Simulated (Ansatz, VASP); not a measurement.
# One calculation of Ge4F, two programs

Contents of INCAR:

```
ALGO = Normal
DIPOL = 0.5 0.5 0.336
EDIFF = 1E-7
ENCUT = 520
GGA = PE
IDIPOL = 3
ISIF = 2
ISMEAR = 0
IVDW = 12
LASPH = True
LCHARG = False
LDIPOL = True
LREAL = False
LWAVE = False
NBANDS = 40
NELM = 100
PREC = Accurate
SIGMA = 0.1
```

File KPOINTS:

```
k-points
0
Gamma
  7 7 1
```

Contents of POSCAR:

```
Ge4F
1.0
    4.0303587907      0.0000000000      0.0000000000
    0.0000000000      4.0303587907      0.0000000000
    0.0000000000      0.0000000000     21.6416627718
Ge F
4 1
Direct
    0.0000000000      0.5000000000      0.1848286817
    0.0000000000      0.0000000000      0.2506714513
    0.5000000000      0.0000000000      0.3196569899
    0.5000000000      0.5000000000      0.3854446333
    1.0000000000      0.8750000000      0.5379282957
```

Input for Ansatz:

```yaml
crystal:
  lattice:
    - [4.0303587907, 0.0, 0.0]
    - [0.0, 4.0303587907, 0.0]
    - [0.0, 0.0, 21.6416627718]
  atoms:
    - { symbol: Ge, position: [0.0, 0.5, 0.1848286817] }
    - { symbol: Ge, position: [0.0, 0.0, 0.2506714513] }
    - { symbol: Ge, position: [0.5, 0.0, 0.3196569899] }
    - { symbol: Ge, position: [0.5, 0.5, 0.3854446333] }
    - { symbol: F, position: [1.0, 0.875, 0.5379282957] }
basis:
  ecutwfc: 420
kpoints:
  mp_grid: { grid: [7, 7, 1] }
hamiltonian:
  xc: pbe
  pseudopotentials: { kind: paw, azcp: { folder: soft_1 } }
  dispersion: d3bj
scf:
  occupations: { method: gaussian, width: 0.1 }
output:
  forces: true
  eigenvalues: true
efield:
  axis: 3
  dipole_correction: true
  ramp_width: 0.04
```

Alike in both runs: task single point; functional PBE; dispersion D3(BJ); k mesh 7 × 7 × 1; occupations gaussian, width 0.1 eV; no spin polarisation.

|  | VASP | Ansatz |
| --- | --- | --- |
| version | VASP 6.6.1 | Ansatz 0.2.0 |
| potentials or method | VASP PAW PBE potentials, release 64 (Ge_d, F), cutoff 520 eV | scalar-relativistic, plane waves, PAW |
| valence electrons in the cell | 63 | 63 |

```tsv
	VASP	Ansatz	Ansatz less VASP
gap on the k mesh at the Fermi level (eV)	none	none	-
rms of the force components (eV/Å)	0.187	0.187	+0.0001
```

Atom by atom the forces differ by 0.001 eV/Å (rms over components). A gap of «none» marks a metal or a gap that the smearing closes.
